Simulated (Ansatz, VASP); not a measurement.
## One calculation of MgO, two programs

```
Mg O
1.0
     3.51382    0.00000    0.00000
    -1.75691    3.04306    0.00000
     0.00000    0.00000    4.48117
Mg O
2 2
Cartesian
  1.7569 1.0144 3.3609
  0.0000 2.0287 1.1203
  1.7569 1.0144 1.1203
  0.0000 2.0287 3.3609
```

Alike in both runs: task single point; functional PBEsol; k mesh 9 × 9 × 6; occupations gaussian, width 0.05 eV; no spin polarisation.

```csv
,VASP,Ansatz
version,VASP 6.6.1,Ansatz 0.2.0
potentials or method,"VASP PAW PBE potentials, release 64 (Mg, O), cutoff 520 eV","scalar-relativistic, plane waves, PAW"
valence electrons in the cell,16,32
```

VASP gave:

```
gap on the k mesh at the Fermi level (eV)                     : 2.80
least direct gap on the mesh (eV)                             : 2.80
pressure (GPa)                                                : -8.5
traceless stress, the component that is largest in VASP (GPa) : -4.22
```

Q: Which values does Ansatz return?

A: gap on the k mesh at the Fermi level (eV): 2.81; least direct gap on the mesh (eV): 2.81; pressure (GPa): -8.1; traceless stress, the component that is largest in VASP (GPa): -4.18.

VASP's potentials were made for PBE, not for PBEsol, and Ansatz warns of the same on its side. With one functional, cell and mesh, what is left measures potentials, basis and numerics. VASP's potentials hold 16 valence electrons a cell and Ansatz's 32, so a difference there can come from the potentials and not from the codes.
